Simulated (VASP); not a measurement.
# Sb3O2 (R-3c) in VASP: single point with PBE

Aim: the single point of Sb3O2 with PBE.

All numbers are computed with VASP 6.6.1; they aren't measurements. Logs are shortened: lines on timing, memory, paths and dates and some standing lists are left out, and cuts for length are marked.

## Step 1: The cell of the first run

The typed cell holds 10 atoms: a = 6.121 Å, b = 6.121 Å, c = 6.121 Å, α = 74.90°, β = 74.90°, γ = 74.90°.

## Step 2: Single point, PBE

INCAR

```
SYSTEM = Sb3O2
PREC = Accurate
ENCUT = 700
EDIFF = 1E-6
ISMEAR = 0
SIGMA = 0.1
LREAL = .False.
LASPH = .True.
NELM = 120
ALGO = Normal
ISIF = 2
LWAVE = .False.
LCHARG = .False.
GGA = PE
NBANDS = 68
GGA_COMPAT = .False.
```

KPOINTS

```
Automatic mesh
0
Gamma
  3 3 3
  0 0 0
```

POSCAR

```
Sb3O2
1.0
    3.7218660715      2.1488203783      4.3584251168
   -3.7218660715      2.1488203783      4.3584251168
    0.0000000000     -4.2976407566      4.3584251168
Sb O
6 4
Direct
    0.2500720428      0.2499279572      0.7500000000
    0.7500000000      0.2500720428      0.2499279572
    0.2499279572      0.7500000000      0.2500720428
    0.7499279572      0.7500720428      0.2500000000
    0.2500000000      0.7499279572      0.7500720428
    0.7500720428      0.2500000000      0.7499279572
    0.8764975259      0.8764975259      0.8764975259
    0.6235024741      0.6235024741      0.6235024741
    0.1235024741      0.1235024741      0.1235024741
    0.3764975259      0.3764975259      0.3764975259
```

Potentials or basis: VASP PAW PBE potentials, release 64 (Sb_d_GW, O).

Run with:

```
$ cat potpaw_PBE.64/Sb_d_GW/POTCAR potpaw_PBE.64/O/POTCAR > POTCAR
$ mpirun -np 1 vasp_std > vasp.out
```

OUTCAR:

```text
SYSTEM = Sb3O2
   PREC = Accurate
   ENCUT = 700
   EDIFF = 1E-6
   ISMEAR = 0
   LREAL = .False.
   LASPH = .True.
   NELM = 120
   ISIF = 2
   GGA = PE

 ion  position               nearest neighbor table
   1  0.250  0.250  0.750-   9 2.21  10 2.21   5 3.06   6 3.06   5 3.06   6 3.06
   2  0.750  0.250  0.250-   9 2.21  10 2.21   4 3.06   4 3.06   6 3.06   6 3.06
   3  0.250  0.750  0.250-  10 2.21   9 2.21   4 3.06   4 3.06   5 3.06   5 3.06
   4  0.750  0.750  0.250-   7 2.21   8 2.21   3 3.06   2 3.06   2 3.06   3 3.06
   5  0.250  0.750  0.750-   7 2.21   8 2.21   1 3.06   1 3.06   3 3.06   3 3.06
   6  0.750  0.250  0.750-   8 2.21   7 2.21   1 3.06   1 3.06   2 3.06   2 3.06
   7  0.876  0.876  0.876-   5 2.21   6 2.21   4 2.21
   8  0.624  0.624  0.624-   6 2.21   5 2.21   4 2.21
   9  0.124  0.124  0.124-   2 2.21   3 2.21   1 2.21
  10  0.376  0.376  0.376-   3 2.21   2 2.21   1 2.21

  LATTYP: Found a trigonal (rhomboedric) cell.
 ALAT       =     6.1209137856
 COS(alpha) =     0.2605327346

  Lattice vectors:

 A1 = (   3.7218660715,   2.1488203783,   4.3584251168)
 A2 = (  -3.7218660715,   2.1488203783,   4.3584251168)
 A3 = (   0.0000000000,  -4.2976407566,   4.3584251168)

Analysis of symmetry for initial positions (statically):
=====================================================================
 Subroutine PRICEL returns:
 Original cell was already a primitive cell.

 Routine SETGRP: Setting up the symmetry group for a
 trigonal (rhombohedral) supercell.

 Subroutine GETGRP returns: Found 12 space group operations
 (whereof  6 operations were pure point group operations)
 out of a pool of 12 trial point group operations.

The static configuration has the point symmetry S_6 .
 The point group associated with its full space group is D_3d.

Analysis of symmetry for dynamics (positions and initial velocities):
=====================================================================
 Subroutine PRICEL returns:
 Original cell was already a primitive cell.

 Routine SETGRP: Setting up the symmetry group for a
 trigonal (rhombohedral) supercell.

 Subroutine GETGRP returns: Found 12 space group operations
 (whereof  6 operations were pure point group operations)
 out of a pool of 12 trial point group operations.

The dynamic configuration has the point symmetry S_6 .
 The point group associated with its full space group is D_3d.

 Subroutine INISYM returns: Found 12 space group operations
 (whereof  6 operations are pure point group operations),
 and found     1 'primitive' translations

----------------------------------------------------------------------------------------

                                     Primitive cell

  volume of cell :     209.1422

  direct lattice vectors                    reciprocal lattice vectors
     3.721866072  2.148820378  4.358425117     0.134341212  0.077561935  0.076480225
    -3.721866072  2.148820378  4.358425117    -0.134341212  0.077561935  0.076480225
     0.000000000 -4.297640757  4.358425117     0.000000000 -0.155123870  0.076480225

  length of vectors
     6.120913786  6.120913786  6.120913786     0.172952710  0.172952710  0.172952710

  position of ions in fractional coordinates (direct lattice)
     0.250072043  0.249927957  0.750000000
     0.750000000  0.250072043  0.249927957
     0.249927957  0.750000000  0.250072043
     0.749927957  0.750072043  0.250000000
     0.250000000  0.749927957  0.750072043
     0.750072043  0.250000000  0.749927957
     0.876497526  0.876497526  0.876497526
     0.623502474  0.623502474  0.623502474
     0.123502474  0.123502474  0.123502474
     0.376497526  0.376497526  0.376497526

  ion indices of the primitive-cell ions
   primitive index   ion index
                 1           1
                 2           2
                 3           3
                 4           4
                 5           5
                 6           6
                 7           7
                 8           8
                 9           9
                10          10

----------------------------------------------------------------------------------------

 KPOINTS: Automatic mesh

Automatic generation of k-mesh.
 Grid dimensions read from file:
 generate k-points for:    3    3    3

 Generating k-lattice:

  Cartesian coordinates                     Fractional coordinates (reciprocal lattice)
     0.044780404  0.025853978  0.025493408     0.333333333  0.000000000  0.000000000
    -0.044780404  0.025853978  0.025493408     0.000000000  0.333333333  0.000000000
     0.000000000 -0.051707957  0.025493408     0.000000000  0.000000000  0.333333333

  Length of vectors
     0.057650903  0.057650903  0.057650903

  Shift w.r.t. Gamma in fractional coordinates (k-lattice)
     0.000000000  0.000000000  0.000000000

 Subroutine IBZKPT returns following result:
 ===========================================

 Found      6 irreducible k-points:

 Following reciprocal coordinates:
            Coordinates               Weight
  0.000000  0.000000  0.000000      1.000000
  0.333333  0.000000 -0.000000      6.000000
  0.333333  0.333333 -0.000000      6.000000
 -0.333333  0.333333  0.000000      6.000000
  0.333333  0.333333  0.333333      2.000000
 -0.333333  0.333333  0.333333      6.000000
   k-points           NKPTS =      6   k-points in BZ     NKDIM =      6   number of bands    NBANDS=     68
   number of dos      NEDOS =    301   number of ions     NIONS =     10
   total plane-waves  NPLWV = 157464
   dimension x,y,z NGX =    54 NGY =   54 NGZ =   54
   dimension x,y,z NGXF=   108 NGYF=  108 NGZF=  108
   ions per type =               6   4
   NGX,Y,Z   is equivalent  to a cutoff of  14.67, 14.67, 14.67 a.u.
   NGXF,Y,Z  is equivalent  to a cutoff of  29.33, 29.33, 29.33 a.u.
 SYSTEM =  Sb3O2
   PREC   = accura    normal or accurate (medium, high low for compatibility)
   ISTART =      0    job   : 0-new  1-cont  2-samecut
   ICHARG =      2    charge: 1-file 2-atom 10-const
   ISPIN  =      1    spin polarized calculation?
   LNONCOLLINEAR =      F non collinear calculations
   LSORBIT =      F    spin-orbit coupling
   LASPH  =      T    aspherical Exc in radial PAW
   ENCUT  =  700.0 eV  51.45 Ry    7.17 a.u.  13.20 13.20 13.20*2*pi/ulx,y,z
   NELM   =    120;   NELMIN=  2; NELMDL= -5     # of ELM steps
   EDIFF  = 0.1E-05   stopping-criterion for ELM
   LREAL  =      F    real-space projection
   EDIFFG = 0.1E-04   stopping-criterion for IOM
   NSW    =      0    number of steps for IOM
   IBRION =     -1    ionic relax: 0-MD 1-quasi-New 2-CG
   NFREE  =      0    steps in history (QN), initial steepest desc. (CG)
   ISIF   =      2    stress and relaxation
   ISYM   =      2    0-nonsym 1-usesym 2-fastsym
   POTIM  = 0.5000    time-step for ionic-motion
   TEBEG  =    0.0;   TEEND  =   0.0 temperature during run
   PSTRESS=    0.0 pullay stress
   NELECT =     114.0000    total number of electrons
   NUPDOWN=      -1.0000    fix difference up-down
   EMIN   =  10.00;   EMAX   =-10.00  energy-range for DOS
   EFERMI =   0.00;   METHOD = LEGACY
   ISMEAR =     0;   SIGMA  =   0.10  broadening in eV -4-tet -1-fermi 0-gaus
   EFERMI_NEDOS =   21; number of points for ismear=-14 and -15
   IALGO  =     38    algorithm
   IMIX   =      4    mixing-type and parameters
     AMIX     =   0.40;   BMIX     =  1.00
     AMIX_MAG =   1.60;   BMIX_MAG =  1.00
  volume/ion in A,a.u.               =      20.91       141.14
  Fermi-wavevector in a.u.,A,eV,Ry     =   1.337301  2.527133 24.332310  1.788374
  Thomas-Fermi vector in A             =   2.465860
   LORBIT       =      0    0 simple, 1 ext, 2 COOP (PROOUT), +10 PAW based schemes
   GGA     = PE    functional components
   LHFCALC =     F    Hartree Fock is set to
   AEXX    =    0.0000 exact exchange contribution
   IVDW    =     0    specifies the selected vdW correction
   LEPSILON=     F    determine dielectric tensor
   LRPA    =     F    only Hartree local field effects (RPA)
 non-spin polarized calculation
 Gauss-broadening in eV      SIGMA  =   0.10
  energy-cutoff  :      700.00
  volume of cell :      209.14
 maximum number of plane-waves:      8805
 NGX is ok and might be reduce to    54
   NGX = 27   NGY = 27   NGZ = 27

 number of electron     114.0000057 magnetization

 Free energy of the ion-electron system (eV)
  ---------------------------------------------------
  ext. energy  EPLUGINS =         0.00000000
  ---------------------------------------------------
  free energy    TOTEN  =       -50.58421434 eV

  energy without entropy =      -50.55847957  energy(sigma->0) =      -50.57134696

 E-fermi :   4.6604     XC(G=0): -10.0132

 val. band max:        4.6451722847   @ k =   0.3333   0.0000  -0.0000
 cond. band min:       4.6997817540   @ k =   0.3333   0.0000  -0.0000
 fundamental gap:      0.0546094693
 Fermi energy:         4.6603875251

 k-point     1 :       0.0000    0.0000    0.0000
  band No.  band energies     occupation
      1     -24.5991      2.00000
      2     -24.5647      2.00000
      3     -24.5647      2.00000
      4     -24.5516      2.00000
      5     -24.5516      2.00000
      6     -24.5441      2.00000
[... 60 lines left out ...]
     67      10.0395      0.00000
     68      10.0694      0.00000

 k-point     2 :       0.3333    0.0000   -0.0000
  band No.  band energies     occupation
      1     -24.5825      2.00000
      2     -24.5599      2.00000
      3     -24.5587      2.00000
      4     -24.5504      2.00000
      5     -24.5435      2.00000
      6     -24.5270      2.00000
[... 60 lines left out ...]
     67      10.3745      0.00000
     68      10.4573      0.00000

 k-point     3 :       0.3333    0.3333   -0.0000
  band No.  band energies     occupation
      1     -24.5832      2.00000
      2     -24.5496      2.00000
      3     -24.5415      2.00000
      4     -24.5349      2.00000
      5     -24.5248      2.00000
      6     -24.5213      2.00000
[... 60 lines left out ...]
     67      10.1309      0.00000
     68      10.1779      0.00000

 k-point     4 :      -0.3333    0.3333    0.0000
  band No.  band energies     occupation
      1     -24.5716      2.00000
      2     -24.5587      2.00000
      3     -24.5394      2.00000
      4     -24.5383      2.00000
      5     -24.5272      2.00000
      6     -24.5116      2.00000
[... 60 lines left out ...]
     67       9.8910      0.00000
     68      10.3012      0.00000

 k-point     5 :       0.3333    0.3333    0.3333
  band No.  band energies     occupation
      1     -24.5804      2.00000
      2     -24.5466      2.00000
      3     -24.5230      2.00000
      4     -24.5230      2.00000
      5     -24.5200      2.00000
      6     -24.5200      2.00000
[... 60 lines left out ...]
     67      10.2523      0.00000
     68      10.3450      0.00000

 k-point     6 :      -0.3333    0.3333    0.3333
  band No.  band energies     occupation
      1     -24.5608      2.00000
      2     -24.5578      2.00000
      3     -24.5289      2.00000
      4     -24.5225      2.00000
      5     -24.5120      2.00000
      6     -24.5086      2.00000
[... 60 lines left out ...]
     67       9.3667      0.00000
     68      10.1807      0.00000

------------------------ aborting loop because EDIFF is reached ----------------------------------------

  FORCE on cell =-STRESS in cart. coord.  units (eV):
  Direction    XX          YY          ZZ          XY          YZ          ZX
  --------------------------------------------------------------------------------------
  -------------------------------------------------------------------------------------
  Total        0.0439465      0.0439465     -0.2083780      0.0000000      0.0000000     -0.0000000
  in kB        0.3366616      0.3366616     -1.5963229      0.0000000      0.0000000     -0.0000000
  external PRESSURE =      -0.3076666 kB  Pullay stress =       0.0000000 kB

 VOLUME and BASIS-vectors are now :
 -----------------------------------------------------------------------------
  energy-cutoff  :      700.00
  volume of cell :      209.14
      direct lattice vectors                 reciprocal lattice vectors
     3.721866072  2.148820378  4.358425117     0.134341212  0.077561935  0.076480225
    -3.721866072  2.148820378  4.358425117    -0.134341212  0.077561935  0.076480225
     0.000000000 -4.297640757  4.358425117     0.000000000 -0.155123870  0.076480225

 POSITION                                       TOTAL-FORCE (eV/Angst)
 -----------------------------------------------------------------------------------
      0.00054     -2.14882      5.44803        -0.000613     -0.000000      0.000000
      1.86066      1.07487      5.44803         0.000307     -0.000531      0.000000
     -1.86120      1.07395      5.44803         0.000307      0.000531      0.000000
     -0.00054      2.14882      7.62724         0.000613     -0.000000      0.000000
     -1.86066     -1.07487      7.62724        -0.000307      0.000531      0.000000
      1.86120     -1.07395      7.62724        -0.000307     -0.000531      0.000000
      0.00000      0.00000     11.46045         0.000000     -0.000000      0.009704
      0.00000      0.00000      8.15247         0.000000     -0.000000     -0.009704
      0.00000      0.00000      1.61483         0.000000     -0.000000     -0.009704
      0.00000      0.00000      4.92281         0.000000      0.000000      0.009704
 -----------------------------------------------------------------------------------
    total drift:                                0.000000      0.000000     -0.000000

  FREE ENERGIE OF THE ION-ELECTRON SYSTEM (eV)
  ---------------------------------------------------
  free  energy   TOTEN  =       -50.5842143426 eV

  energy  without entropy=      -50.5584795701  energy(sigma->0) =      -50.57134696
```

Wall time 5.9 min (1 thread of Intel Xeon Platinum 8259CL at 2.50GHz (Skylake/Cascade Lake), shared host); peak memory 0.43 GiB.

What came out:

```
Free energy            : -50.5842 eV
Pressure               : 0.0 GPa
Largest force          : 0.010 eV/Å
Band gap on the k mesh : zero (bands 57 and 58 overlap by 0.70 eV)
```

Forces in eV/Å, atoms in the order of the input:
```
Sb  -0.001  0.000  0.000
Sb   0.000 -0.001  0.000
Sb   0.000  0.001  0.000
Sb   0.001  0.000  0.000
Sb   0.000  0.001  0.000
Sb   0.000 -0.001  0.000
O    0.000  0.000  0.010
O    0.000  0.000 -0.010
O    0.000  0.000 -0.010
O    0.000  0.000  0.010
```

Stress tensor (GPa, compression positive):
```
 0.03  0.00  0.00
 0.00  0.03  0.00
 0.00  0.00 -0.16
```

Caveat: the k points lie up to 0.36 Å⁻¹ apart, too coarse for converged energies and pressures of a metal; spin-orbit coupling is left out, which moves the levels of the heavy elements.

The gap in the log of VASP goes by the Fermi energy; the results here count the filled bands.